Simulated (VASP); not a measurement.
# Rh in VASP: settings compared

Aim: see how the results for Rh move with the level of theory and the settings. Levels: PBEsol, LDA. Tasks: single point.

Everything below comes from runs of VASP 6.6.1. Logs are shortened: lines on timing, memory, paths and dates and some standing lists are left out, and cuts for length are marked.

## Step 1: The cell of the first run

It takes space group Fm-3m (No. 225, cubic). Conventional cell: a = 3.806 Å, b = 3.806 Å, c = 3.806 Å, α = 90.00°, β = 90.00°, γ = 90.00°. Within 3.5 Å of Rh (site symmetry m-3m) lie 12 Rh at 2.69 Å.

## Step 2: Single point, PBEsol

Input file INCAR:

```
SYSTEM = Rh
ALGO = Normal
EDIFF = 1E-6
ENCUT = 520
GGA = PS
ISIF = 2
ISMEAR = 1
LASPH = .TRUE.
LCHARG = .TRUE.
LELF = .TRUE.
LREAL = .FALSE.
LVHAR = .TRUE.
LWAVE = .FALSE.
NBANDS = 14
NELM = 80
PREC = Accurate
SIGMA = 0.001
```

Input file KPOINTS:

```
k-points
0
G
  25 25 25
  0 0 0
```

Input file POSCAR:

```
Rh
1.0
    0.0000000000      1.9029860865      1.9029860865
    1.9029860865      0.0000000000      1.9029860865
    1.9029860865      1.9029860865      0.0000000000
Rh
1
Direct
    0.0000000000      0.0000000000      0.0000000000
```

Potentials or basis: VASP PAW PBE potentials, release 64 (Rh_pv).

Started as:

```
$ cat potpaw_PBE.64/Rh_pv/POTCAR > POTCAR
$ mpirun -np 1 vasp_std > vasp.out
```

OUTCAR:

```text
SYSTEM = Rh
   EDIFF = 1E-6
   ENCUT = 520
   GGA = PS
   ISIF = 2
   ISMEAR = 1
   LASPH = .TRUE.
   LREAL = .FALSE.
   NELM = 80
   PREC = Accurate

 ion  position               nearest neighbor table
   1  0.000  0.000  0.000-

  LATTYP: Found a face centered cubic cell.
 ALAT       =     3.8059721730

  Lattice vectors:

 A1 = (   0.0000000000,   1.9029860865,   1.9029860865)
 A2 = (   1.9029860865,   0.0000000000,   1.9029860865)
 A3 = (   1.9029860865,   1.9029860865,   0.0000000000)

Analysis of symmetry for initial positions (statically):
=====================================================================
 Subroutine PRICEL returns:
 Original cell was already a primitive cell.

 Routine SETGRP: Setting up the symmetry group for a
 face centered cubic supercell.

 Subroutine GETGRP returns: Found 48 space group operations
 (whereof 48 operations were pure point group operations)
 out of a pool of 48 trial point group operations.

The static configuration has the point symmetry O_h .

Analysis of symmetry for dynamics (positions and initial velocities):
=====================================================================
 Subroutine PRICEL returns:
 Original cell was already a primitive cell.

 Routine SETGRP: Setting up the symmetry group for a
 face centered cubic supercell.

 Subroutine GETGRP returns: Found 48 space group operations
 (whereof 48 operations were pure point group operations)
 out of a pool of 48 trial point group operations.

The dynamic configuration has the point symmetry O_h .

 Subroutine INISYM returns: Found 48 space group operations
 (whereof 48 operations are pure point group operations),
 and found     1 'primitive' translations

----------------------------------------------------------------------------------------

                                     Primitive cell

  volume of cell :      13.7828

  direct lattice vectors                    reciprocal lattice vectors
     0.000000000  1.902986086  1.902986086    -0.262744958  0.262744958  0.262744958
     1.902986086  0.000000000  1.902986086     0.262744958 -0.262744958  0.262744958
     1.902986086  1.902986086  0.000000000     0.262744958  0.262744958 -0.262744958

  length of vectors
     2.691228733  2.691228733  2.691228733     0.455087617  0.455087617  0.455087617

  position of ions in fractional coordinates (direct lattice)
     0.000000000  0.000000000  0.000000000

  ion indices of the primitive-cell ions
   primitive index   ion index
                 1           1

----------------------------------------------------------------------------------------

 KPOINTS: k-points

Automatic generation of k-mesh.
 Grid dimensions read from file:
 generate k-points for:   25   25   25

 Generating k-lattice:

  Cartesian coordinates                     Fractional coordinates (reciprocal lattice)
    -0.010509798  0.010509798  0.010509798     0.040000000  0.000000000  0.000000000
     0.010509798 -0.010509798  0.010509798     0.000000000  0.040000000  0.000000000
     0.010509798  0.010509798 -0.010509798     0.000000000  0.000000000  0.040000000

  Length of vectors
     0.018203505  0.018203505  0.018203505

  Shift w.r.t. Gamma in fractional coordinates (k-lattice)
     0.000000000  0.000000000  0.000000000

 Subroutine IBZKPT returns following result:
 ===========================================

 Found    455 irreducible k-points:

 Following reciprocal coordinates:
            Coordinates               Weight
  0.000000  0.000000  0.000000      1.000000
  0.040000  0.000000  0.000000      8.000000
  0.080000  0.000000  0.000000      8.000000
  0.120000  0.000000  0.000000      8.000000
  0.160000  0.000000  0.000000      8.000000
  0.200000  0.000000  0.000000      8.000000
[... 16 lines left out ...]
  0.400000  0.040000  0.000000     24.000000
  0.440000  0.040000  0.000000     24.000000
 [... further k-points ...]
   k-points           NKPTS =    455   k-points in BZ     NKDIM =    455   number of bands    NBANDS=     14
   number of dos      NEDOS =    301   number of ions     NIONS =      1
   total plane-waves  NPLWV =   8000
   dimension x,y,z NGX =    20 NGY =   20 NGZ =   20
   dimension x,y,z NGXF=    40 NGYF=   40 NGZF=   40
   ions per type =               1
   NGX,Y,Z   is equivalent  to a cutoff of  12.35, 12.35, 12.35 a.u.
   NGXF,Y,Z  is equivalent  to a cutoff of  24.71, 24.71, 24.71 a.u.
 SYSTEM =  Rh
   PREC   = accura    normal or accurate (medium, high low for compatibility)
   ISTART =      0    job   : 0-new  1-cont  2-samecut
   ICHARG =      2    charge: 1-file 2-atom 10-const
   ISPIN  =      1    spin polarized calculation?
   LNONCOLLINEAR =      F non collinear calculations
   LSORBIT =      F    spin-orbit coupling
   LASPH  =      T    aspherical Exc in radial PAW
   ENCUT  =  520.0 eV  38.22 Ry    6.18 a.u.   5.00  5.00  5.00*2*pi/ulx,y,z
   NELM   =     80;   NELMIN=  2; NELMDL= -5     # of ELM steps
   EDIFF  = 0.1E-05   stopping-criterion for ELM
   LREAL  =      F    real-space projection
   EDIFFG = 0.1E-04   stopping-criterion for IOM
   NSW    =      0    number of steps for IOM
   IBRION =     -1    ionic relax: 0-MD 1-quasi-New 2-CG
   NFREE  =      0    steps in history (QN), initial steepest desc. (CG)
   ISIF   =      2    stress and relaxation
   ISYM   =      2    0-nonsym 1-usesym 2-fastsym
   POTIM  = 0.5000    time-step for ionic-motion
   TEBEG  =    0.0;   TEEND  =   0.0 temperature during run
   PSTRESS=    0.0 pullay stress
   NELECT =      15.0000    total number of electrons
   NUPDOWN=      -1.0000    fix difference up-down
   EMIN   =  10.00;   EMAX   =-10.00  energy-range for DOS
   EFERMI =   0.00;   METHOD = LEGACY
   ISMEAR =     1;   SIGMA  =   0.00  broadening in eV -4-tet -1-fermi 0-gaus
   EFERMI_NEDOS =   21; number of points for ismear=-14 and -15
   IALGO  =     38    algorithm
   IMIX   =      4    mixing-type and parameters
     AMIX     =   0.40;   BMIX     =  1.00
     AMIX_MAG =   1.60;   BMIX_MAG =  1.00
  volume/ion in A,a.u.               =      13.78        93.01
  Fermi-wavevector in a.u.,A,eV,Ry     =   1.683939  3.182183 38.581359  2.835650
  Thomas-Fermi vector in A             =   2.767050
   LORBIT       =      0    0 simple, 1 ext, 2 COOP (PROOUT), +10 PAW based schemes
   GGA     = PS    functional components
   LHFCALC =     F    Hartree Fock is set to
   AEXX    =    0.0000 exact exchange contribution
   IVDW    =     0    specifies the selected vdW correction
   LEPSILON=     F    determine dielectric tensor
   LRPA    =     F    only Hartree local field effects (RPA)
 non-spin polarized calculation
 Methfessel and Paxton  Order N= 1 SIGMA  =   0.00
  energy-cutoff  :      520.00
  volume of cell :       13.78
 maximum number of plane-waves:       381
   NGX =  9   NGY =  9   NGZ =  9

 number of electron      15.0000007 magnetization

 Free energy of the ion-electron system (eV)
  ---------------------------------------------------
  ext. energy  EPLUGINS =         0.00000000
  ---------------------------------------------------
  free energy    TOTEN  =        -8.13207591 eV

  energy without entropy =       -8.13207524  energy(sigma->0) =       -8.13207569

 E-fermi :  11.7177     XC(G=0): -14.2025

 val. band max:       11.7139051172   @ k =   0.3200   0.2000   0.0000
 cond. band min:      11.7177946991   @ k =   0.3200   0.2000   0.0400
 fundamental gap:      0.0038895819
 Fermi energy:        11.7177288541

 k-point     1 :       0.0000    0.0000    0.0000
  band No.  band energies     occupation
      1     -34.6240      2.00000
      2     -34.6240      2.00000
      3     -34.6240      2.00000
      4       3.6734      2.00000
      5       8.6238      2.00000
      6       8.6238      2.00000
      7       8.6238      2.00000
      8      10.7277      2.00000
      9      10.7277      2.00000
     10      27.6455      0.00000
     11      32.0787      0.00000
     12      33.0815      0.00000
     13      33.0815      0.00000
     14      33.0815      0.00000

 k-point     2 :       0.0400    0.0000    0.0000
  band No.  band energies     occupation
      1     -34.6359      2.00000
      2     -34.6256      2.00000
      3     -34.6256      2.00000
      4       3.7383      2.00000
      5       8.5943      2.00000
      6       8.6495      2.00000
      7       8.6495      2.00000
      8      10.7129      2.00000
      9      10.7129      2.00000
     10      27.7407      0.00000
     11      32.0774      0.00000
     12      32.6962      0.00000
     13      33.1762      0.00000
     14      33.1762      0.00000

 k-point     3 :       0.0800    0.0000    0.0000
  band No.  band energies     occupation
      1     -34.6707      2.00000
      2     -34.6303      2.00000
      3     -34.6303      2.00000
      4       3.9289      2.00000
      5       8.5131      2.00000
      6       8.7218      2.00000
      7       8.7218      2.00000
      8      10.6744      2.00000
      9      10.6744      2.00000
     10      28.0108      0.00000
     11      31.7747      0.00000
     12      32.0870      0.00000
     13      33.4552      0.00000
     14      33.4552      0.00000
[... 324 lines left out ...]
 k-point    23 :       0.4000    0.0400    0.0000
  band No.  band energies     occupation
      1     -35.2654      2.00000
      2     -34.7205      2.00000
      3     -34.7152      2.00000
      4       5.7126      2.00000
      5       8.6328      2.00000
      6       8.7398      2.00000
      7      10.4670      2.00000
      8      12.0028      0.00000
      9      12.0743      0.00000
     10      22.3674      0.00000
     11      27.8048      0.00000
     12      32.0801      0.00000
     13      33.4561      0.00000
     14      34.1712      0.00000

 k-point    24 :       0.4400    0.0400    0.0000
  band No.  band energies     occupation
      1     -35.3140      2.00000
      2     -34.7257      2.00000
      3     -34.7241      2.00000
      4       5.6587      2.00000
      5       8.5585      2.00000
      6       8.6623      2.00000
      7      11.0763      2.00000
      8      12.1900      0.00000
      9      12.5584      0.00000
     10      21.2541      0.00000
     11      27.4744      0.00000
     12      32.0800      0.00000
     13      33.0041      0.00000
     14      33.4191      0.00000

 [... further k-points ...]
[... 5 lines left out ...]
  --------------------------------------------------------------------------------------
  -------------------------------------------------------------------------------------
  Total       -0.5072889     -0.5072889     -0.5072889      0.0000000     -0.0000000      0.0000000
  in kB      -58.9697208    -58.9697208    -58.9697208      0.0000000     -0.0000000      0.0000000
  external PRESSURE =     -58.9697208 kB  Pullay stress =       0.0000000 kB

 VOLUME and BASIS-vectors are now :
 -----------------------------------------------------------------------------
  energy-cutoff  :      520.00
  volume of cell :       13.78
      direct lattice vectors                 reciprocal lattice vectors
     0.000000000  1.902986086  1.902986086    -0.262744958  0.262744958  0.262744958
     1.902986086  0.000000000  1.902986086     0.262744958 -0.262744958  0.262744958
     1.902986086  1.902986086  0.000000000     0.262744958  0.262744958 -0.262744958

 POSITION                                       TOTAL-FORCE (eV/Angst)
 -----------------------------------------------------------------------------------
      0.00000      0.00000      0.00000         0.000000      0.000000      0.000000
 -----------------------------------------------------------------------------------
    total drift:                                0.000000      0.000000      0.000000

  FREE ENERGIE OF THE ION-ELECTRON SYSTEM (eV)
  ---------------------------------------------------
  free  energy   TOTEN  =        -8.1320759095 eV

  energy  without entropy=       -8.1320752447  energy(sigma->0) =       -8.13207569
```

Run time: 99 s. Hardware: 1 thread of Intel Xeon 8259CL, shared host; peak memory 0.19 GiB.

Results:

```
Free energy : -8.1321 eV
Pressure    : -5.9 GPa
```

Caveat: the PAW data sets were made with another functional, which shifts forces and pressure a little.

## Step 3: Single point, LDA (z stretched by -1 % at fixed volume)

Input file INCAR:

```
  PREC = Accurate
  ENCUT = 520
  EDIFF = 1E-6
  ISMEAR = -1
  SIGMA = 0.05
  LREAL = False
  LASPH = True
  NELM = 100
  ALGO = Normal
  ISIF = 2
  LWAVE = False
  LCHARG = True
  LELF = True
  LVHAR = True
  NBANDS = 14
```

Input file KPOINTS:

```
Automatic mesh
0
Gamma
  18 18 18
```

Input file POSCAR:

```
Rh
1.0
    0.0000000000      1.9125729789      1.8839562256
    1.9125729789      0.0000000000      1.8839562256
    1.9125729789      1.9125729789      0.0000000000
Rh
1
Direct
    0.0000000000      0.0000000000      0.0000000000
```

Potentials or basis: VASP PAW LDA potentials, release 64 (Rh_pv).

Started as:

```
$ cat potpaw_LDA.64/Rh_pv/POTCAR > POTCAR
$ mpirun -np 1 vasp_std > vasp.out
```

OUTCAR:

```text
PREC = Accurate
   ENCUT = 520
   EDIFF = 1E-6
   ISMEAR = -1
   LREAL = False
   LASPH = True
   NELM = 100
   ISIF = 2

 ion  position               nearest neighbor table
   1  0.000  0.000  0.000-

  LATTYP: Found a body centered tetragonal cell.
 ALAT       =     2.7047866458
 C/A-ratio  =     1.3930534806

  Lattice vectors:

 A1 = (   0.0000000000,  -1.9125729789,  -1.8839562256)
 A2 = (   0.0000000000,   1.9125729789,  -1.8839562256)
 A3 = (   1.9125729789,   0.0000000000,   1.8839562256)

[... 577 lines left out ...]
      7       9.0322      2.00000
      8      10.4431      2.00000
      9      11.1901      1.99985
     10      27.0997      0.00000
     11      29.3512      0.00000
     12      32.0068      0.00000
     13      34.5817      0.00000
     14      36.2071      0.00000

 [... further k-points ...]
[... 5 lines left out ...]
  --------------------------------------------------------------------------------------
  -------------------------------------------------------------------------------------
  Total       -1.0531939     -1.0531939     -0.7304967      0.0000000      0.0000000      0.0000000
  in kB     -122.4283797   -122.4283797    -84.9164824      0.0000000      0.0000000      0.0000000
  external PRESSURE =    -109.9244139 kB  Pullay stress =       0.0000000 kB

 VOLUME and BASIS-vectors are now :
 -----------------------------------------------------------------------------
  energy-cutoff  :      520.00
  volume of cell :       13.78
      direct lattice vectors                 reciprocal lattice vectors
     0.000000000  1.912572979  1.883956226    -0.261427933  0.261427933  0.265398948
     1.912572979  0.000000000  1.883956226     0.261427933 -0.261427933  0.265398948
     1.912572979  1.912572979  0.000000000     0.261427933  0.261427933 -0.265398948

 POSITION                                       TOTAL-FORCE (eV/Angst)
 -----------------------------------------------------------------------------------
      0.00000      0.00000      0.00000         0.000000     -0.000000      0.000000
 -----------------------------------------------------------------------------------
    total drift:                                0.000000      0.000000      0.000000

  FREE ENERGIE OF THE ION-ELECTRON SYSTEM (eV)
  ---------------------------------------------------
  free  energy   TOTEN  =        -8.6691307379 eV

  energy  without entropy=       -8.6581206989  energy(sigma->0) =       -8.66362572
```

OSZICAR:

```text
N       E                     dE             d eps       ncg     rms          rms(c)
DAV:   1     0.119065651417E+03    0.11907E+03   -0.87140E+03 13508   0.114E+03
DAV:   2    -0.765943436727E+01   -0.12673E+03   -0.12121E+03 14940   0.341E+02
DAV:   3    -0.924216796645E+01   -0.15827E+01   -0.15801E+01 15972   0.418E+01
DAV:   4    -0.924805173859E+01   -0.58838E-02   -0.58835E-02 15612   0.262E+00
DAV:   5    -0.924810322651E+01   -0.51488E-04   -0.51487E-04 15642   0.217E-01    0.105E+01
DAV:   6    -0.869371343534E+01    0.55439E+00   -0.93212E-01 14172   0.133E+01    0.342E+00
DAV:   7    -0.867434705583E+01    0.19366E-01   -0.15110E-02 15288   0.144E+00    0.166E+00
DAV:   8    -0.866925737371E+01    0.50897E-02   -0.41627E-03 14574   0.897E-01    0.173E-01
DAV:   9    -0.866912476412E+01    0.13261E-03   -0.14295E-04 14286   0.167E-01    0.393E-02
DAV:  10    -0.866913080184E+01   -0.60377E-05   -0.28013E-06 15078   0.195E-02    0.254E-03
DAV:  11    -0.866913073790E+01    0.63947E-07   -0.19105E-07  7182   0.598E-03
   1 F= -.86691307E+01 E0= -.86636257E+01  d E =-.110100E-01
```

Wall time 98 s (1 thread of Intel Xeon 8259CL, shared host); peak memory 0.19 GiB.

Results:

```yaml
Free_energy: -8.6691 eV
Pressure: -11.0 GPa
```

Stress tensor (GPa, compression positive):
```
-12.24   0.00   0.00
  0.00 -12.24   0.00
  0.00   0.00  -8.49
```

Levels at points of the mesh, in eV from the Fermi level:
| k point | band 5 | band 6 | band 7 | band 8 | band 9 | band 10 |
| --- | --- | --- | --- | --- | --- | --- |
| (0.00, 0.00, 0.00) | -3.16 | -3.16 | -3.00 | -1.09 | -0.89 | 15.95 |
| (0.50, 0.00, 0.00) | -3.25 | -3.08 | 0.53 | 0.61 | 0.70 | 8.55 |
| (0.50, 0.50, 0.00) | -5.98 | 0.55 | 0.99 | 0.99 | 3.41 | 12.49 |
| (0.50, 0.00, 0.50) | -5.96 | 0.56 | 0.91 | 1.04 | 3.09 | 12.06 |

## Step 4: Single point, LDA (equal xy, yz and zx shear strains of +4 %)

Input file INCAR:

```
ALGO = Normal
EDIFF = 1E-6
ENCUT = 520
ISIF = 2
ISMEAR = -1
LASPH = T
LCHARG = T
LELF = T
LREAL = F
LVHAR = T
LWAVE = F
NBANDS = 14
NELM = 60
PREC = Accurate
SIGMA = 0.05
```

Input file KPOINTS:

```
k-points
0
Gamma
  18 18 18
```

Input file POSCAR:

```
Rh
1.0
    0.0761194435      1.9410458082      1.9410458082
    1.9410458082      0.0761194435      1.9410458082
    1.9410458082      1.9410458082      0.0761194435
Rh
1
Direct
    0.0000000000      0.0000000000      0.0000000000
```

Started as:

```
$ cat potpaw_LDA.64/Rh_pv/POTCAR > POTCAR
$ mpirun -np 1 vasp_std > vasp.out
```

Wall time 2 min (1 thread of Intel Xeon 8259CL, shared host); peak memory 0.2 GiB.

Results (log left out):

```yaml
Free_energy: -8.6340 eV
Pressure: -9.4 GPa
```

Stress tensor (GPa, compression positive):
```
-9.41 -7.41 -7.41
-7.41 -9.41 -7.41
-7.41 -7.41 -9.41
```

Levels at points of the mesh, in eV from the Fermi level:
```csv
k point,band 5,band 6,band 7,band 8,band 9,band 10
"(0.00, 0.00, 0.00)",-3.57,-2.92,-2.92,-0.91,-0.91,15.88
"(0.50, 0.00, 0.00)",-3.60,-2.76,0.36,0.86,0.92,8.91
"(0.50, 0.50, 0.00)",-5.97,0.49,0.98,1.08,3.23,12.26
"(0.50, 0.50, 0.50)",-3.10,-3.10,0.14,0.49,0.49,7.68
```

Caveat: the cell differs from its parent crystal (equal xy, yz and zx shear strains of +4 %).

## Step 5: The runs side by side

```csv
level,potentials or basis,cell,k mesh,smearing,gap on the mesh (eV),pressure (GPa)
PBEsol,"VASP PAW PBE potentials, release 64 (Rh_pv)","a = 2.691 Å, angles 60.0°, 1 atom",25 × 25 × 25,methfessel-paxton 0.001 eV,none,-5.9
LDA,"VASP PAW LDA potentials, release 64 (Rh_pv)","a = 2.685, b = 2.685, c = 2.705 Å, angles 59.8, 59.8, 60.5°, 1 atom",18 × 18 × 18,fermi-dirac 0.05 eV,none,-11.0
LDA,"VASP PAW LDA potentials, release 64 (Rh_pv)","a = 2.746 Å, angles 57.4°, 1 atom",18 × 18 × 18,fermi-dirac 0.05 eV,none,-9.4
```

Alike in all rows: task single point; no spin polarisation; cutoff (eV) 520.

Caveats: the PAW data sets were made with another functional, which shifts forces and pressure a little (some runs).

Total energies depend on the potentials used, so only differences within one code and one set of settings carry meaning.
